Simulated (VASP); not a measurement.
Write the native input for VASP 6.6.1 that does the following.

```
Task                   : single point
Functional             : PBEsol
Potentials or basis    : VASP PAW PBE potentials, release 64 (Pt)
Cutoff                 : 520 eV
k mesh                 : 12 × 9 × 1
Occupations            : fermi-dirac, width 0.1 eV
Spin                   : no spin polarisation
Dipole correction      : no
Further INCAR settings : ALGO = Normal; EDIFF = 1e-07; NBANDS = 33
```

The structure of Pt lies in POSCAR:

```
Pt
1.0
    2.7716650196      0.0000000000      0.0000000000
    0.0000000000      3.9197262610      0.0000000000
    0.0000000000      0.0000000000     21.5433000000
Pt
5
Direct
    0.0000000000      0.0000000000      0.3775261929
    0.5000000000      0.5000000000      0.4317546603
    0.0000000000      0.0000000000      0.5000000018
    0.5000000000      0.5000000000      0.5682453384
    0.0000000000      0.0000000000      0.6224738066
```

These files were run (other wordings do the same):

INCAR

```
PREC = Accurate
ENCUT = 520
EDIFF = 1E-7
ISMEAR = -1
SIGMA = 0.1
LREAL = False
LASPH = True
NELM = 100
ALGO = Normal
ISIF = 2
LWAVE = False
LCHARG = False
GGA = PS
NBANDS = 33
```

KPOINTS

```
Automatic mesh
0
Gamma
  12 9 1
```

Potentials or basis: VASP PAW PBE potentials, release 64 (Pt).

Launch:

```sh
$ cat potpaw_PBE.64/Pt/POTCAR > POTCAR
$ mpirun -np 1 vasp_std > vasp.out
```

It gave:

The largest force is 0.024 eV/Å. The band gap on the k mesh is zero (band 25 reaches 0.53 eV, above the bottom of band 26 at -0.34 eV).

Caveat: the PAW data sets were made with another functional, which shifts forces and pressure a little; spin-orbit coupling is left out, which moves the levels of the heavy elements.

Run time: 3.7 min on 1 thread of Intel(R) Xeon(R) 6975P-C (Granite Rapids), on a shared host, peak memory 0.43 GiB.
